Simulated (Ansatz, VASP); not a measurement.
Given: the input of a run of VASP 6.6.1 on SiC.

INCAR

```
PREC = Accurate ; ENCUT = 520
EDIFF = 1E-6 ; ISMEAR = 0
SIGMA = 0.028000000000000004 ; LREAL = F
LASPH = T ; NELM = 80
ALGO = Normal ; ISIF = 2
LWAVE = F ; LCHARG = T
GGA = PE ; LELF = T
LVHAR = T ; NBANDS = 16
```

The input KPOINTS:

```
regular mesh
0
Gamma
  10 10 5
```

The input POSCAR:

```
SiC
1.0
    3.0760000000      0.0000000000      0.0000000000
   -1.5380000000      2.6638941420      0.0000000000
    0.0000000000      0.0000000000      5.0480000000
Si C
2 2
Direct
    0.6666666667      0.3333333333      0.5000000000
    0.3333333333      0.6666666667      0.0000000000
    0.6666666667      0.3333333333      0.8850000000
    0.3333333333      0.6666666667      0.3850000000
```

Potentials or basis: VASP PAW PBE potentials, release 64 (Si, C).

Run with:

```sh
$ cat potpaw_PBE.64/Si/POTCAR potpaw_PBE.64/C/POTCAR > POTCAR
$ mpirun -np 1 vasp_std > vasp.out
```

Problem. Set up the same calculation for Ansatz 0.2.0. Potentials there: Ansatz PAW.

Solution. As run (the cutoff follows the program's own potentials):

Contents of input.yaml:

```yaml
crystal:
  lattice:
    - [3.076, 0.0, 0.0]
    - [-1.538, 2.663894142, 0.0]
    - [0.0, 0.0, 5.048]
  atoms:
    - { symbol: Si, position: [0.6666666667, 0.3333333333, 0.5] }
    - { symbol: Si, position: [0.3333333333, 0.6666666667, 0.0] }
    - { symbol: C, position: [0.6666666667, 0.3333333333, 0.885] }
    - { symbol: C, position: [0.3333333333, 0.6666666667, 0.385] }
hamiltonian:
  xc: pbe
  pseudopotentials: { kind: paw }
kpoints:
  mp_grid: { grid: [10, 10, 5] }
scf:
  occupations: { method: gaussian, width: 0.028 }
output:
  forces: true
  stress: true
  eigenvalues: true
```

Potentials or basis: Ansatz PAW.

Launch:

```console
$ ansatz run input.yaml --threads 2 --pin off --max-ram 5632MiB --backend cpu --events-out ev --progress --plain --runs-dir out
```

Both were run:

|  | VASP | Ansatz | Ansatz less VASP |
| --- | --- | --- | --- |
| gap on the k mesh at the Fermi level (eV) | 2.48 | 2.48 | +0.003 |
| least direct gap on the mesh (eV) | 4.08 | 4.08 | +0.004 |
| pressure (GPa) | 3.6 | 3.7 | +0.05 |
| traceless stress, the component that is largest in VASP (GPa) | -3.22 | -3.24 | -0.020 |
| rms of the force components (eV/Å) | 0.435 | 0.435 | -0.0001 |

Atom by atom the forces differ by 0.000 eV/Å (rms over components).

Noted on Ansatz's run: odd divisions of the mesh miss points on the zone boundary, where band edges often lie, so the gap on the mesh can be too wide.
